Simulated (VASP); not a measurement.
# Cu (Pm-3m) in VASP: notebook, part 2 of 2

VASP 6.6.1.

**3. Relaxation of cell and atoms, PBE**

This run uses another cell than the first one, of 12.91 Å³/atom, 0.927 times its volume.

INCAR

```
SYSTEM = Cu
PREC = Accurate
ENCUT = 600
EDIFF = 1E-6
ISMEAR = -1
SIGMA = 0.05
LREAL = .False.
LASPH = .True.
NELM = 100
ALGO = Normal
ISIF = 3
LWAVE = .False.
LCHARG = .False.
GGA = PE
IBRION = 2
NSW = 60
EDIFFG = -0.005
```

KPOINTS

```
regular mesh
0
Gamma
  16 16 16
  0 0 0
```

POSCAR

```
Cu
1.0
    2.3456536534      0.0000000000      0.0000000000
    0.0000000000      2.3456536534      0.0000000000
    0.0000000000      0.0000000000      2.3456536534
Cu
1
Direct
    0.0000000000      0.0000000000      0.0000000000
```

Potentials or basis: VASP PAW PBE potentials, release 64 (Cu).

Launch:

```sh
> cat potpaw_PBE.64/Cu/POTCAR > POTCAR
> mpirun -np 1 vasp_std > vasp.out
```

OUTCAR:

```text
SYSTEM = Cu
   PREC = Accurate
   ENCUT = 600
   EDIFF = 1E-6
   ISMEAR = -1
   LREAL = .False.
   LASPH = .True.
   NELM = 100
   ISIF = 3
   GGA = PE
   IBRION = 2
   NSW = 60
   EDIFFG = -0.005

 ion  position               nearest neighbor table
   1  0.000  0.000  0.000-

  LATTYP: Found a simple cubic cell.
 ALAT       =     2.3456536534

  Lattice vectors:

 A1 = (   2.3456536534,   0.0000000000,   0.0000000000)
 A2 = (   0.0000000000,   2.3456536534,   0.0000000000)
 A3 = (   0.0000000000,   0.0000000000,   2.3456536534)

Analysis of symmetry for initial positions (statically):
=====================================================================
 Subroutine PRICEL returns:
 Original cell was already a primitive cell.

 Routine SETGRP: Setting up the symmetry group for a
 simple cubic supercell.

 Subroutine GETGRP returns: Found 48 space group operations
 (whereof 48 operations were pure point group operations)
 out of a pool of 48 trial point group operations.

The static configuration has the point symmetry O_h .

Analysis of symmetry for dynamics (positions and initial velocities):
=====================================================================
 Subroutine PRICEL returns:
 Original cell was already a primitive cell.

[... 164 lines left out ...]
  external PRESSURE =     100.4392862 kB  Pullay stress =       0.0000000 kB
[... 92 lines left out ...]
--------------------------------------- Ionic step        4  -------------------------------------------

 number of electron      10.9999994 magnetization

 Free energy of the ion-electron system (eV)
  ---------------------------------------------------
  ext. energy  EPLUGINS =         0.00000000
  ---------------------------------------------------
  free energy    TOTEN  =        -3.26687500 eV

  energy without entropy =       -3.26453907  energy(sigma->0) =       -3.26570704

 E-fermi :   5.4661     XC(G=0): -11.6846

 val. band max:        5.4564860927   @ k =   0.5000   0.1250   0.0625
 cond. band min:       5.5480844736   @ k =   0.3750   0.2500   0.1875
 fundamental gap:      0.0915983809
 Fermi energy:         5.4660961301

 k-point     1 :       0.0000    0.0000    0.0000
  band No.  band energies     occupation
      1      -2.4440      2.00000
      2       1.7620      2.00000
      3       1.7620      2.00000
      4       4.2186      2.00000
      5       4.2186      2.00000
      6       4.2186      2.00000
      7      23.0047      0.00000
      8      23.0047      0.00000
      9      23.0047      0.00000
[... 265 lines left out ...]
 k-point    24 :       0.5000    0.1250    0.0000
  band No.  band energies     occupation
      1       1.6213      2.00000
      2       2.2491      2.00000
      3       2.7560      2.00000
      4       3.4848      2.00000
      5       4.1812      2.00000
      6       5.2481      1.97478
      7       7.5774      0.00000
      8      25.2912      0.00000
      9      25.4686      0.00000

 [... further k-points ...]

------------------------ aborting loop because EDIFF is reached ----------------------------------------

  FORCE on cell =-STRESS in cart. coord.  units (eV):
  Direction    XX          YY          ZZ          XY          YZ          ZX
  --------------------------------------------------------------------------------------
  -------------------------------------------------------------------------------------
  Total       -0.0044329     -0.0044329     -0.0044329      0.0000000      0.0000000     -0.0000000
  in kB       -0.5074986     -0.5074986     -0.5074986      0.0000000      0.0000000     -0.0000000
  external PRESSURE =      -0.5074986 kB  Pullay stress =       0.0000000 kB
[... 16 lines left out ...]
  FREE ENERGIE OF THE ION-ELECTRON SYSTEM (eV)
  ---------------------------------------------------
  free  energy   TOTEN  =        -3.2668750048 eV

  energy  without entropy=       -3.2645390699  energy(sigma->0) =       -3.26570704

 reached required accuracy - stopping structural energy minimisation
```

OSZICAR:

```text
N       E                     dE             d eps       ncg     rms          rms(c)
DAV:   1     0.395865187557E+02    0.39587E+02   -0.61126E+03  3026   0.220E+03
DAV:   2    -0.347861200089E+01   -0.43065E+02   -0.41049E+02  2982   0.203E+02
[... 29 lines left out ...]
   3 F= -.32668759E+01 E0= -.32657113E+01  d E =-.304605E-01
       N       E                     dE             d eps       ncg     rms          rms(c)
DAV:   1    -0.326748386837E+01   -0.60842E-03   -0.11553E-02  3117   0.280E+00    0.204E-01
DAV:   2    -0.326711367508E+01    0.37019E-03   -0.99540E-03  3121   0.226E+00    0.911E-02
DAV:   3    -0.326689075458E+01    0.22292E-03   -0.17592E-03  3102   0.975E-01    0.291E-02
DAV:   4    -0.326687484064E+01    0.15914E-04   -0.24826E-05  4170   0.641E-02    0.126E-03
DAV:   5    -0.326687500484E+01   -0.16421E-06   -0.99672E-08  1602   0.530E-03
   4 F= -.32668750E+01 E0= -.32657070E+01  d E =-.304596E-01
```

CONTCAR:

```text
Cu
   1.00000000000000
     2.4098320661853285    0.0000000000000000    0.0000000000000000
     0.0000000000000000    2.4098320661853285    0.0000000000000000
    -0.0000000000000000    0.0000000000000000    2.4098320661853285
  Cu
     1
Direct
     0.0000000000000000    0.0000000000000000    0.0000000000000000

  0.00000000E+00  0.00000000E+00  0.00000000E+00
```

It took 41 s on 1 thread of Intel Xeon 6975P-C, shared host; peak memory 0.14 GiB.

What came out:

```
Free energy                            : -3.2669 eV
Relaxed volume                         : 13.99 Å³/atom
Relaxed cell                           : a = 2.410 Å, b = 2.410 Å, c = 2.410 Å, α = 90.00°, β = 90.00°, γ = 90.00°
Space group after relaxing (to 0.05 Å) : Pm-3m (No. 221)
Energy gained by relaxing              : 30.5 meV/atom
Ionic steps                            : 4
Pressure after relaxing                : -0.1 GPa
```

The path:
```
step  energy change (eV)  largest force (eV/Å)  pressure (GPa)  volume (Å³)
   1              0.0000                0.0000           10.04        12.91
   2             -0.0254                0.0000           -2.80        14.48
   3             -0.0305                0.0000            0.08        13.97
   4             -0.0305                0.0000           -0.05        13.99
```

Final structure:
```
Cu
1.0
     2.40983    0.00000    0.00000
     0.00000    2.40983    0.00000
     0.00000    0.00000    2.40983
Cu
1
Cartesian
  0.0000 0.0000 0.0000
```
